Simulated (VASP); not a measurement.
ScB2P3:

```
Sc B P
1.0
     3.40158    0.00000    0.00000
     0.00000    3.40158    0.00000
     0.00000    0.00000    7.22151
Sc B P
1 2 3
Direct
  0.00000 0.00000 0.62515
  0.50000 0.50000 0.72860
  0.00000 0.00000 0.27024
  0.50000 0.00000 0.99856
  0.00000 0.50000 0.99856
  0.50000 0.50000 0.37889
```

The cell was generated, and may not be a known phase.

```yaml
Program: VASP 6.6.1
Task: relaxation of cell and atoms
Functional: PBE
Potentials_or_basis: VASP PAW PBE potentials, release 64 (Sc_sv, B, P)
Cutoff: 600 eV
k_mesh: 6 × 6 × 4
Occupations: gaussian, width 0.1 eV
Spin: no spin polarisation
```

At the start: pressure -9.5 GPa; volume 13.93 Å³/atom.

How do energy, volume and symmetry change on relaxing?

Over 15 steps the energy falls by 189.4 meV/atom and the volume is 12.73 Å³/atom (-8.6 %); space group P4mm (No. 99, to 0.1 Å) before and after.

Step by step:
```
step  energy change (eV)  largest force (eV/Å)  pressure (GPa)  volume (Å³)
   1              0.0000                1.1392           -9.48        83.56
   2             -0.5001                1.4888            0.95        73.97
   3             -0.5224                1.5977            4.25        71.67
   4             -0.8615                1.3217            6.51        70.92
   5             -0.9137                0.4352            9.40        70.38
   6             -0.9246                0.6395            8.25        70.57
   7             -1.0925                0.2505           -1.26        77.53
   8             -1.1005                0.1705            0.13        76.21
   9             -1.1253                0.3584           -0.61        76.73
  10             -1.1266                0.3062           -0.49        76.64
  11             -1.1308                0.1440            0.34        76.26
  12             -1.1308                0.1675            0.40        76.22
  13             -1.1338                0.1276            0.12        76.41
  14             -1.1357                0.0698           -0.31        76.68
  15             -1.1367                0.0261           -0.10        76.37
```

Final structure:
```xyz
6
Lattice="3.3571 0.0000 0.0000 0.0000 3.3571 0.0000 0.0000 0.0000 6.7768" Properties=species:S:1:pos:R:3 pbc="T T T"
Sc    3.3571    0.0000    4.4208
B     1.6785    1.6785    4.5882
B     3.3571    0.0000    1.9418
P     1.6785    0.0000    6.7189
P     0.0000    1.6785    6.7189
P     1.6785    1.6785    2.7186
```
